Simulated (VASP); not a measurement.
Cd:

```
CELL_PARAMETERS angstrom
2.98000 0.00000 0.00000
-1.49000 2.58076 0.00000
0.00000 0.00000 5.62028
ATOMIC_POSITIONS crystal
Cd 0.33333 0.66667 0.75000
Cd 0.66667 0.33333 0.25000
```

```yaml
Program: VASP 6.6.1
Task: relaxation of cell and atoms
Functional: PBEsol
Potentials_or_basis: VASP PAW PBE potentials, release 64 (Cd)
Cutoff: 600 eV
k_mesh: 16 × 16 × 8
Occupations: gaussian, width 0.05 eV
Spin: no spin polarisation
```

At the start: pressure -1.4 GPa; volume 21.61 Å³/atom.

Question: How do energy, volume and symmetry change on relaxing?

Answer: Over 8 steps the energy falls by 4.2 meV/atom and the volume is 20.97 Å³/atom (-3.0 %); space group P6_3/mmc (No. 194, to 0.1 Å) before and after.

Step by step:
```tsv
step	energy change (eV)	largest force (eV/Å)	pressure (GPa)	volume (Å³)
1	0.0000	0.0000	-1.42	43.22
2	-0.0066	0.0000	0.09	42.03
3	-0.0066	0.0000	0.19	41.95
4	-0.0080	0.0000	0.24	41.94
5	-0.0083	0.0000	0.07	41.94
6	-0.0084	0.0000	0.05	41.93
7	-0.0084	0.0000	-0.06	41.93
8	-0.0084	0.0000	-0.05	41.93
```

Final structure:
```
Cd
1.0
     2.97469    0.00000    0.00000
    -1.48735    2.57616    0.00000
     0.00000    0.00000    5.47184
Cd
2
Direct
  0.33333 0.66667 0.75000
  0.66667 0.33333 0.25000
```

Caveat: the PAW data sets were made with another functional, which shifts forces and pressure a little.
